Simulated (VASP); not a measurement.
Runs of VASP 6.6.1 on Al2Cu. The structure is that of space group P4/mmm (No. 123), or close to it. The cells are those of the table. 

```csv
cell,gap on the mesh (eV),pressure (GPa)
"a = 4.021, b = 4.021, c = 2.832 Å, 3 atoms",none,(a)
"a = 4.105, b = 4.105, c = 2.891 Å, 3 atoms",none,-2.3
"a = 4.146, b = 4.146, c = 2.920 Å, 3 atoms",none,-4.4
"a = 4.064, b = 4.064, c = 2.862 Å, 3 atoms",none,(b)
"a = 4.186, b = 4.186, c = 2.948 Å, 3 atoms",none,-6.4
```

Alike in all rows: task single point; level PBEsol; potentials or basis VASP PAW PBE potentials, release 64 (Al, Cu); no spin polarisation; k mesh 7 × 7 × 10; cutoff (eV) 520; smearing methfessel-paxton 0.05 eV.

**Question.** Fill in the values left out.

**Answer.** (a) 4.1; (b) 0.6.

Caveats: the PAW data sets were made with another functional, which shifts forces and pressure a little; the cell stands under tension (at least some runs); the cell stands under pressure (at least some runs).

A gap of «none» marks levels without a gap at the run's occupations.
